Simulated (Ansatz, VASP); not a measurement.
# Ca: VASP beside Ansatz

File INCAR:

```
SYSTEM = Ca
PREC     = Accurate       ! precision mode
ENCUT    = 520            ! plane-wave cutoff, eV
EDIFF    = 1E-6           ! SCF threshold, eV
ISMEAR   = 0              ! smearing method
SIGMA    = 0.15           ! smearing width, eV
LREAL    = .FALSE.        ! projectors in reciprocal space
LASPH    = .TRUE.         ! aspherical terms in the spheres
NELM     = 80             ! most SCF steps
ALGO     = Normal         ! electronic algorithm
ISIF     = 2              ! what is computed and relaxed
LWAVE    = .FALSE.        ! write WAVECAR
LCHARG   = .TRUE.         ! write CHGCAR
GGA      = PS             ! functional
LELF     = .TRUE.         ! ELF
LVHAR    = .TRUE.       
NBANDS   = 11             ! bands
```

The input KPOINTS:

```
regular mesh
0
G
  14 14 14
  0 0 0
```

POSCAR

```
Ca
1.0
    0.0000000000      2.7942000000      2.7942000000
    2.7662580000      0.0000000000      2.7942000000
    2.7662580000      2.7942000000      0.0000000000
Ca
1
Direct
    0.0000000000      0.0000000000      0.0000000000
```

Input for Ansatz:

```yaml
crystal:
  lattice:
    - [0.0, 2.7942, 2.7942]
    - [2.766258, 0.0, 2.7942]
    - [2.766258, 2.7942, 0.0]
  atoms:
    - { symbol: Ca, position: [0.0, 0.0, 0.0] }
basis:
  ecutwfc: 420
kpoints:
  mp_grid: { grid: [14, 14, 14] }
hamiltonian:
  xc: pbesol
scf:
  occupations: { method: gaussian, width: 0.15 }
output:
  forces: true
  stress: true
  eigenvalues: true
```

Change from the starting cell: strain -0.0100 x Voigt [1, 0, 0, 0, 0, 0], atoms carried along.

Alike in both runs: task single point; functional PBEsol; k mesh 14 × 14 × 14; occupations gaussian, width 0.15 eV; no spin polarisation.

```csv
,VASP,Ansatz
version,VASP 6.6.1,Ansatz 0.2.0
potentials or method,"VASP PAW PBE potentials, release 64 (Ca_sv), cutoff 520 eV","scalar-relativistic, plane waves, PAW"
valence electrons in the cell,10,10
```

|  | VASP | Ansatz | Ansatz less VASP |
| --- | --- | --- | --- |
| gap on the k mesh at the Fermi level (eV) | none | none | - |
| pressure (GPa) | -1.0 | -1.0 | +0.01 |

VASP's potentials were made for PBE, not for PBEsol. A gap of «none» marks a metal or a gap that the smearing closes.
